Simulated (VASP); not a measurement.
# Be2H3 (P1) in VASP: further runs

Runs on Be2H3. Level: PBE. Tasks: single point, relaxation of cell and atoms.

All numbers are computed with VASP 6.6.1; they aren't measurements. Logs are shortened: lines on timing, memory, paths and dates and some standing lists are left out, and cuts for length are marked.

### Step 1. The cell of the first run

The typed cell holds 10 atoms: a = 3.031 Å, b = 3.925 Å, c = 6.181 Å, α = 87.25°, β = 78.73°, γ = 72.77°.

### Step 2. Single point, PBE

INCAR

```
  ALGO = Normal
  EDIFF = 1E-6
  ENCUT = 520
  GGA = PE
  ISIF = 2
  ISMEAR = 0
  LASPH = True
  LCHARG = False
  LREAL = False
  LWAVE = False
  NBANDS = 18
  NELM = 80
  PREC = Accurate
  SIGMA = 0.1
```

KPOINTS

```
k-points
0
Gamma
  6 4 4
```

POSCAR

```
Be2H3
1.0
    3.0305905603      0.0000000000      0.0000000000
    1.1624205682      3.7491174659      0.0000000000
    1.2081020382     -0.0638468112      6.0616961083
Be H
4 6
Direct
    0.0915206063      0.8398833442      0.9976010335
    0.3987689136      0.5087420561      0.5934999174
    0.6867894065      0.9164642382      0.7252149164
    0.9815967178      0.3498218278      0.2712662761
    0.9928430632      0.1992702781      0.0647805607
    0.4735166776      0.3029631225      0.3754166712
    0.8510886221      0.6507092152      0.5505427772
    0.6393662516      0.7542179706      0.9375232470
    0.4288869626      0.2739402587      0.7713665174
    0.9556227787      0.7039876887      0.2127880832
```

Potentials or basis: VASP PAW PBE potentials, release 64 (Be, H).

On the command line:

```sh
> cat potpaw_PBE.64/Be/POTCAR potpaw_PBE.64/H/POTCAR > POTCAR
> mpirun -np 1 vasp_std > vasp.out
```

OUTCAR:

```text
EDIFF = 1E-6
   ENCUT = 520
   GGA = PE
   ISIF = 2
   ISMEAR = 0
   LASPH = True
   LREAL = False
   NELM = 80
   PREC = Accurate

 ion  position               nearest neighbor table
   1  0.092  0.840  0.998-   5 1.42  10 1.44   8 1.56   8 1.62   3 2.23   3 2.29
   2  0.399  0.509  0.593-   9 1.40   6 1.55   7 1.60   3 2.28   3 2.30   4 2.36
   3  0.687  0.916  0.725-   9 1.40   8 1.43   7 1.45   1 2.23   2 2.28   1 2.29   2 2.30
   4  0.982  0.350  0.271-  10 1.40   5 1.42   6 1.61   2 2.36
   5  0.993  0.199  0.065-   1 1.42   4 1.42
   6  0.474  0.303  0.375-   2 1.55   4 1.61
   7  0.851  0.651  0.551-   3 1.45   2 1.60
   8  0.639  0.754  0.938-   3 1.43   1 1.56   1 1.62
   9  0.429  0.274  0.771-   2 1.40   3 1.40
  10  0.956  0.704  0.213-   4 1.40   1 1.44

  Warning from LATTYP: Got some problem with cell dimensions!
  Tried to take original basis but could not verify dimensions!
  LATTYP: Found a triclinic cell.
 ALAT       =     4.1887875206
 B/A-ratio  =     1.7096476275
 C/A-ratio  =     0.7235006659
 COS(alpha) =     0.0063788903
 COS(beta)  =     0.4459930190
 COS(gamma) =     0.4793949849

  Lattice vectors:

 A1 = (  -1.8681699921,   3.7491174659,   0.0000000000)
 A2 = (  -0.0456814700,   3.8129642771,  -6.0616961083)
 A3 = (  -3.0305905603,   0.0000000000,   0.0000000000)

Analysis of symmetry for initial positions (statically):
=====================================================================
 Subroutine PRICEL returns:
 Original cell was already a primitive cell.

 Routine SETGRP: Setting up the symmetry group for a
 triclinic supercell.

 Subroutine GETGRP returns: Found  1 space group operations
 (whereof  1 operations were pure point group operations)
 out of a pool of  2 trial point group operations.

The static configuration has the point symmetry C_1 .

Analysis of symmetry for dynamics (positions and initial velocities):
=====================================================================
 Subroutine PRICEL returns:
 Original cell was already a primitive cell.

 Routine SETGRP: Setting up the symmetry group for a
 triclinic supercell.

 Subroutine GETGRP returns: Found  1 space group operations
 (whereof  1 operations were pure point group operations)
 out of a pool of  2 trial point group operations.

The dynamic configuration has the point symmetry C_1 .

 Subroutine INISYM returns: Found  1 space group operations
 (whereof  1 operations are pure point group operations),
 and found     1 'primitive' translations

----------------------------------------------------------------------------------------

                                     Primitive cell

  volume of cell :      68.8732

  direct lattice vectors                    reciprocal lattice vectors
     3.030590560  0.000000000  0.000000000     0.329968691 -0.102307382 -0.066840673
     1.162420568  3.749117466  0.000000000     0.000000000  0.266729439  0.002809416
     1.208102038 -0.063846811  6.061696108     0.000000000  0.000000000  0.164970329

  length of vectors
     3.030590560  3.925188320  6.181241514     0.351871870  0.266744235  0.164970329

  position of ions in fractional coordinates (direct lattice)
     0.091520606  0.839883344  0.997601033
     0.398768914  0.508742056  0.593499917
     0.686789406  0.916464238  0.725214916
     0.981596718  0.349821828  0.271266276
     0.992843063  0.199270278  0.064780561
     0.473516678  0.302963123  0.375416671
     0.851088622  0.650709215  0.550542777
     0.639366252  0.754217971  0.937523247
     0.428886963  0.273940259  0.771366517
     0.955622779  0.703987689  0.212788083

  ion indices of the primitive-cell ions
   primitive index   ion index
                 1           1
                 2           2
                 3           3
                 4           4
                 5           5
                 6           6
                 7           7
                 8           8
                 9           9
                10          10

----------------------------------------------------------------------------------------

 KPOINTS: k-points

Automatic generation of k-mesh.
 Grid dimensions read from file:
 generate k-points for:    6    4    4

 Generating k-lattice:

  Cartesian coordinates                     Fractional coordinates (reciprocal lattice)
     0.054994782 -0.017051230 -0.011140112     0.166666667  0.000000000 -0.000000000
     0.000000000  0.066682360  0.000702354     0.000000000  0.250000000 -0.000000000
     0.000000000  0.000000000  0.041242582     0.000000000  0.000000000  0.250000000

  Length of vectors
     0.058645312  0.066686059  0.041242582

  Shift w.r.t. Gamma in fractional coordinates (k-lattice)
     0.000000000  0.000000000  0.000000000

 Subroutine IBZKPT returns following result:
 ===========================================

 Found     52 irreducible k-points:

 Following reciprocal coordinates:
            Coordinates               Weight
  0.000000  0.000000  0.000000      1.000000
  0.166667  0.000000 -0.000000      2.000000
  0.333333  0.000000  0.000000      2.000000
  0.500000  0.000000  0.000000      1.000000
  0.000000  0.250000  0.000000      2.000000
  0.166667  0.250000  0.000000      2.000000
[... 16 lines left out ...]
  0.333333  0.250000  0.250000      2.000000
  0.500000  0.250000  0.250000      2.000000
 [... further k-points ...]
   k-points           NKPTS =     52   k-points in BZ     NKDIM =     52   number of bands    NBANDS=     18
   number of dos      NEDOS =    301   number of ions     NIONS =     10
   total plane-waves  NPLWV =  34560
   dimension x,y,z NGX =    24 NGY =   30 NGZ =   48
   dimension x,y,z NGXF=    48 NGYF=   60 NGZF=   96
   ions per type =               4   6
   NGX,Y,Z   is equivalent  to a cutoff of  13.17, 12.71, 12.91 a.u.
   NGXF,Y,Z  is equivalent  to a cutoff of  26.33, 25.41, 25.82 a.u.
 SYSTEM =  unknown system
   PREC   = accura    normal or accurate (medium, high low for compatibility)
   ISTART =      0    job   : 0-new  1-cont  2-samecut
   ICHARG =      2    charge: 1-file 2-atom 10-const
   ISPIN  =      1    spin polarized calculation?
   LNONCOLLINEAR =      F non collinear calculations
   LSORBIT =      F    spin-orbit coupling
   LASPH  =      T    aspherical Exc in radial PAW
   ENCUT  =  520.0 eV  38.22 Ry    6.18 a.u.   5.63  7.30 11.49*2*pi/ulx,y,z
   NELM   =     80;   NELMIN=  2; NELMDL= -5     # of ELM steps
   EDIFF  = 0.1E-05   stopping-criterion for ELM
   LREAL  =      F    real-space projection
   EDIFFG = 0.1E-04   stopping-criterion for IOM
   NSW    =      0    number of steps for IOM
   IBRION =     -1    ionic relax: 0-MD 1-quasi-New 2-CG
   NFREE  =      0    steps in history (QN), initial steepest desc. (CG)
   ISIF   =      2    stress and relaxation
   ISYM   =      2    0-nonsym 1-usesym 2-fastsym
   POTIM  = 0.5000    time-step for ionic-motion
   TEBEG  =    0.0;   TEEND  =   0.0 temperature during run
   PSTRESS=    0.0 pullay stress
   NELECT =      14.0000    total number of electrons
   NUPDOWN=      -1.0000    fix difference up-down
   EMIN   =  10.00;   EMAX   =-10.00  energy-range for DOS
   EFERMI =   0.00;   METHOD = LEGACY
   ISMEAR =     0;   SIGMA  =   0.10  broadening in eV -4-tet -1-fermi 0-gaus
   EFERMI_NEDOS =   21; number of points for ismear=-14 and -15
   IALGO  =     38    algorithm
   IMIX   =      4    mixing-type and parameters
     AMIX     =   0.40;   BMIX     =  1.00
     AMIX_MAG =   1.60;   BMIX_MAG =  1.00
  volume/ion in A,a.u.               =       6.89        46.48
  Fermi-wavevector in a.u.,A,eV,Ry     =   0.962574  1.819001 12.606454  0.926548
  Thomas-Fermi vector in A             =   2.092044
   LORBIT       =      0    0 simple, 1 ext, 2 COOP (PROOUT), +10 PAW based schemes
   GGA     = PE    functional components
   LHFCALC =     F    Hartree Fock is set to
   AEXX    =    0.0000 exact exchange contribution
   IVDW    =     0    specifies the selected vdW correction
   LEPSILON=     F    determine dielectric tensor
   LRPA    =     F    only Hartree local field effects (RPA)
 non-spin polarized calculation
 Gauss-broadening in eV      SIGMA  =   0.10
  energy-cutoff  :      520.00
  volume of cell :       68.87
 maximum number of plane-waves:      1875
 NGX is ok and might be reduce to    24
   NGX = 11   NGY = 15   NGZ = 23

 number of electron      14.0000003 magnetization

 Free energy of the ion-electron system (eV)
  ---------------------------------------------------
  ext. energy  EPLUGINS =         0.00000000
  ---------------------------------------------------
  free energy    TOTEN  =       -33.21722904 eV

  energy without entropy =      -33.20912326  energy(sigma->0) =      -33.21317615

 E-fermi :   3.4631     XC(G=0):  -9.0813

 val. band max:        3.3975640551   @ k =   0.5000   0.2500   0.0000
 cond. band min:       3.4661119452   @ k =   0.1667   0.0000   0.2500
 fundamental gap:      0.0685478901
 Fermi energy:         3.4631465746

 k-point     1 :       0.0000    0.0000    0.0000
  band No.  band energies     occupation
      1      -8.3336      2.00000
      2      -5.5687      2.00000
      3      -4.9650      2.00000
      4      -2.0968      2.00000
      5      -0.2317      2.00000
      6      -0.1029      2.00000
[... 10 lines left out ...]
     17      12.0189      0.00000
     18      13.1120      0.00000

 k-point     2 :       0.1667    0.0000   -0.0000
  band No.  band energies     occupation
      1      -7.9448      2.00000
      2      -5.4442      2.00000
      3      -4.4674      2.00000
      4      -2.1939      2.00000
      5      -0.7225      2.00000
      6      -0.1438      2.00000
[... 10 lines left out ...]
     17      12.5984      0.00000
     18      12.8634      0.00000
[... 442 lines left out ...]
 k-point    24 :       0.5000    0.2500    0.2500
  band No.  band energies     occupation
      1      -5.5409      2.00000
      2      -4.1213      2.00000
      3      -3.7368      2.00000
      4      -3.3229      2.00000
      5      -2.2981      2.00000
      6      -1.0551      2.00000
[... 10 lines left out ...]
     17      11.0416      0.00000
     18      12.4448      0.00000

 [... further k-points ...]

------------------------ aborting loop because EDIFF is reached ----------------------------------------

  FORCE on cell =-STRESS in cart. coord.  units (eV):
  Direction    XX          YY          ZZ          XY          YZ          ZX
  --------------------------------------------------------------------------------------
  -------------------------------------------------------------------------------------
  Total        0.4985825      1.4637501     -0.3295139     -0.2217869     -0.7668357      0.2522885
  in kB       11.5983756     34.0507785     -7.6653825     -5.1593624    -17.8386689      5.8689124
  external PRESSURE =      12.6612572 kB  Pullay stress =       0.0000000 kB

 VOLUME and BASIS-vectors are now :
 -----------------------------------------------------------------------------
  energy-cutoff  :      520.00
  volume of cell :       68.87
      direct lattice vectors                 reciprocal lattice vectors
     3.030590560  0.000000000  0.000000000     0.329968691 -0.102307382 -0.066840673
     1.162420568  3.749117466  0.000000000     0.000000000  0.266729439  0.002809416
     1.208102038 -0.063846811  6.061696108     0.000000000  0.000000000  0.164970329

 POSITION                                       TOTAL-FORCE (eV/Angst)
 -----------------------------------------------------------------------------------
      2.45886      3.08513      6.04715         0.045237     -0.093435     -0.045611
      2.51689      1.86944      3.59762         0.016535      0.224278      0.042557
      4.02283      3.38963      4.39603        -0.039475     -0.260387      0.077127
      3.70918      1.29420      1.64433        -0.155727     -0.026853     -0.017338
      3.31880      0.74295      0.39268        -0.070188      0.032680     -0.086816
      2.24075      1.11188      2.27566         0.148753      0.048143      0.020182
      4.00081      2.40443      3.33722        -0.141471     -0.183720      0.048873
      3.94700      2.76779      5.68298        -0.082087      0.066377      0.067283
      2.55010      0.97778      4.67579         0.111117      0.141940     -0.115490
      3.97150      2.62575      1.28986         0.167306      0.050977      0.009233
 -----------------------------------------------------------------------------------
    total drift:                               -0.000276     -0.000225     -0.000097

  FREE ENERGIE OF THE ION-ELECTRON SYSTEM (eV)
  ---------------------------------------------------
  free  energy   TOTEN  =       -33.2172290400 eV

  energy  without entropy=      -33.2091232590  energy(sigma->0) =      -33.21317615
```

It took 24 s on 1 thread of Intel Xeon 6975P-C (Granite Rapids), shared host; peak memory 0.19 GiB.

What came out:

| Item | Value |
| --- | --- |
| Free energy | -33.2172 eV |
| Pressure | 1.3 GPa |
| Largest force | 0.274 eV/Å |
| Band gap on the k mesh | zero (bands 7 and 8 overlap by 2.46 eV) |

Forces in eV/Å, atoms in the order of the input:
```
Be   0.045 -0.093 -0.046
Be   0.017  0.224  0.043
Be  -0.039 -0.260  0.077
Be  -0.156 -0.027 -0.017
H   -0.070  0.033 -0.087
H    0.149  0.048  0.020
H   -0.141 -0.184  0.049
H   -0.082  0.066  0.067
H    0.111  0.142 -0.115
H    0.167  0.051  0.009
```

Caveat: the k points lie up to 0.42 Å⁻¹ apart, too coarse for converged energies and pressures of a metal.

### Step 3. Single point, PBE

This run uses another cell than the first one, of 7.77 Å³/atom.

INCAR

```
SYSTEM = Be2H3
ALGO     = Normal         ! electronic algorithm
EDIFF    = 1E-7           ! SCF threshold, eV
ENCUT    = 520            ! plane-wave cutoff, eV
GGA      = PE             ! functional
ISIF     = 2              ! what is computed and relaxed
ISMEAR   = 0              ! smearing method
LASPH    = .TRUE.         ! aspherical terms in the spheres
LCHARG   = .FALSE.        ! write CHGCAR
LREAL    = .FALSE.        ! projectors in reciprocal space
LWAVE    = .FALSE.        ! write WAVECAR
NBANDS   = 18             ! bands
NELM     = 100            ! most SCF steps
PREC     = Accurate       ! precision mode
SIGMA    = 0.1            ! smearing width, eV
```

KPOINTS

```
k-points
0
G
  6 4 4
  0 0 0
```

POSCAR

```
Be2H3
1.0
    3.8770265654      0.1865521294      0.1443355294
    1.7178636197      3.6951002144      0.0056228230
    1.8302871812     -0.0677613995      5.6173743424
Be H
4 6
Direct
    0.1368709911      0.8244957949      0.9888594569
    0.5000067709      0.5027434997      0.6339870923
    0.8038622262      0.7971032806      0.7544234689
    0.7491473522      0.5298633733      0.1734190573
    0.8311980891      0.1963189256      0.0672972687
    0.4342901330      0.6240712669      0.4060027137
    0.8871279039      0.4815277220      0.6256040553
    0.5127167653      0.8214542318      1.0159201011
    0.5786188583      0.1189676889      0.6446924281
    1.0661609101      0.6034542163      0.1897943577
```

Potentials or basis: VASP PAW PBE potentials, release 64 (Be, H).

On the command line:

```sh
> cat potpaw_PBE.64/Be/POTCAR potpaw_PBE.64/H/POTCAR > POTCAR
> mpirun -np 1 vasp_std > vasp.out
```

Wall time 38 s (1 thread of Intel Xeon 6975P-C (Granite Rapids), shared host); peak memory 0.21 GiB.

It converged, with:

| Item | Value |
| --- | --- |
| Free energy | -34.6495 eV |
| Pressure | 0.0 GPa |
| Largest force | 0.019 eV/Å |
| Band gap on the k mesh | 1.83 eV (least direct gap 2.12 eV) |

Forces in eV/Å, atoms in the order of the input:
```
Be   0.003  0.003 -0.007
Be  -0.005  0.008 -0.004
Be   0.001  0.005  0.011
Be   0.015  0.001  0.004
H   -0.008 -0.008 -0.002
H   -0.002  0.001  0.000
H    0.000 -0.011 -0.009
H   -0.003  0.013 -0.011
H    0.001 -0.004  0.001
H   -0.001 -0.008  0.017
```

Stress tensor (GPa, compression positive):
```
 0.14  0.01  0.07
 0.01 -0.03  0.01
 0.07  0.01 -0.08
```

Levels at points of the mesh, in eV from the valence-band top:
| k point | band 4 | band 5 | band 6 | band 7 | band 8 | band 9 | band 10 | band 11 |
| --- | --- | --- | --- | --- | --- | --- | --- | --- |
| (0.00, 0.00, 0.00) | -3.04 | -2.65 | -2.14 | -0.28 | 2.76 | 3.10 | 4.36 | 5.25 |
| (0.50, 0.00, 0.00) | -5.26 | -4.04 | -3.34 | -1.25 | 3.60 | 3.70 | 4.20 | 5.53 |
| (0.00, 0.50, 0.00) | -4.48 | -4.39 | -3.02 | -0.88 | 2.01 | 2.19 | 4.00 | 6.75 |
| (0.50, 0.50, 0.00) | -5.02 | -3.88 | -3.53 | -1.46 | 3.02 | 3.47 | 4.06 | 6.91 |
| (0.00, 0.00, 0.50) | -3.19 | -2.81 | -2.21 | 0.00 | 2.26 | 3.52 | 3.66 | 4.77 |
| (0.50, 0.00, 0.50) | -4.77 | -3.81 | -3.43 | -1.78 | 3.10 | 3.27 | 4.47 | 6.88 |
| (0.00, 0.50, 0.50) | -5.00 | -3.42 | -2.52 | -0.29 | 1.83 | 3.34 | 4.70 | 5.11 |
| (0.50, 0.50, 0.50) | -4.99 | -4.00 | -3.67 | -1.57 | 3.81 | 4.27 | 4.57 | 5.68 |

### Step 4. Single point, PBE

This run uses another cell than the first one, of 7.77 Å³/atom.

INCAR

```
PREC     = Accurate       # precision mode
ENCUT    = 520            # plane-wave cutoff, eV
EDIFF    = 1E-7           # SCF threshold, eV
ISMEAR   = 0              # smearing method
SIGMA    = 0.1            # smearing width, eV
LREAL    = False          # projectors in reciprocal space
LASPH    = True           # aspherical terms in the spheres
NELM     = 80             # most SCF steps
ALGO     = Normal         # electronic algorithm
ISIF     = 2              # what is computed and relaxed
LWAVE    = False          # write WAVECAR
LCHARG   = True           # write CHGCAR
GGA      = PE             # functional
LELF     = True           # ELF
LVHAR    = True         
NBANDS   = 18             # bands
```

KPOINTS

```
Automatic mesh
0
Gamma
  6 6 4
```

POSCAR

```
Be2H3
1.0
    3.8841948240      0.0000000000      0.0000000000
    1.8923724501      3.6088473418      0.0000000000
    1.8517999398      0.2551130314      5.5419965401
Be H
4 6
Direct
    0.8742695520      0.1755042051      0.9888594569
    0.8660061368      0.4972565003      0.6339870923
    0.4417143049      0.2028967194      0.7544234689
    0.0774335904      0.4701366267      0.1734190573
    0.1015046422      0.8036810744      0.0672972687
    0.1597071533      0.3759287331      0.4060027137
    0.4872680408      0.5184722780      0.6256040553
    0.4713631335      0.1785457682      0.0159201011
    0.7766887136      0.8810323111      0.6446924281
    0.7440447323      0.3965457837      0.1897943577
```

On the command line:

```sh
> cat potpaw_PBE.64/Be/POTCAR potpaw_PBE.64/H/POTCAR > POTCAR
> mpirun -np 1 vasp_std > vasp.out
```

Wall time 53 s (1 thread of Intel Xeon 6975P-C (Granite Rapids), shared host); peak memory 0.23 GiB.

Results (log left out):

```
Free energy            : -34.6506 eV
Pressure               : 0.0 GPa
Largest force          : 0.018 eV/Å
Band gap on the k mesh : 1.83 eV (least direct gap 2.12 eV)
```

Forces in eV/Å, atoms in the order of the input:
```
Be  -0.004 -0.002 -0.006
Be   0.004 -0.010 -0.004
Be  -0.001 -0.006  0.011
Be  -0.016  0.000  0.005
H    0.008  0.008 -0.002
H    0.002 -0.001  0.000
H    0.001  0.012 -0.010
H    0.003 -0.014 -0.010
H    0.002  0.006  0.000
H    0.001  0.007  0.017
```

Stress tensor (GPa, compression positive):
```
 0.14 -0.01 -0.07
-0.01 -0.06 -0.01
-0.07 -0.01 -0.07
```

Levels at points of the mesh, in eV from the valence-band top:
```
           k point  band 3  band 4  band 5  band 6  band 7  band 8  band 9  band 10  band 11  band 12
(0.00, 0.00, 0.00)   -5.17   -3.04   -2.65   -2.14   -0.28    2.76    3.10     4.36     5.25     6.02
(0.50, 0.00, 0.00)   -5.40   -4.77   -3.81   -3.43   -1.78    3.10    3.27     4.47     6.88     7.13
(0.00, 0.50, 0.00)   -4.78   -4.48   -4.39   -3.02   -0.88    2.01    2.19     4.00     6.75     7.62
(0.50, 0.50, 0.00)   -5.46   -4.99   -4.00   -3.67   -1.57    3.81    4.27     4.57     5.68     6.43
(0.00, 0.00, 0.50)   -3.28   -3.19   -2.81   -2.21    0.00    2.26    3.52     3.66     4.77     5.65
(0.50, 0.00, 0.50)   -5.41   -5.26   -4.04   -3.34   -1.25    3.60    3.70     4.20     5.53     6.91
(0.00, 0.50, 0.50)   -6.22   -5.00   -3.41   -2.52   -0.29    1.83    3.34     4.70     5.11     6.10
(0.50, 0.50, 0.50)   -5.46   -5.02   -3.88   -3.53   -1.46    3.02    3.47     4.07     6.91     7.29
```

(Continued in part 2 of 2.)
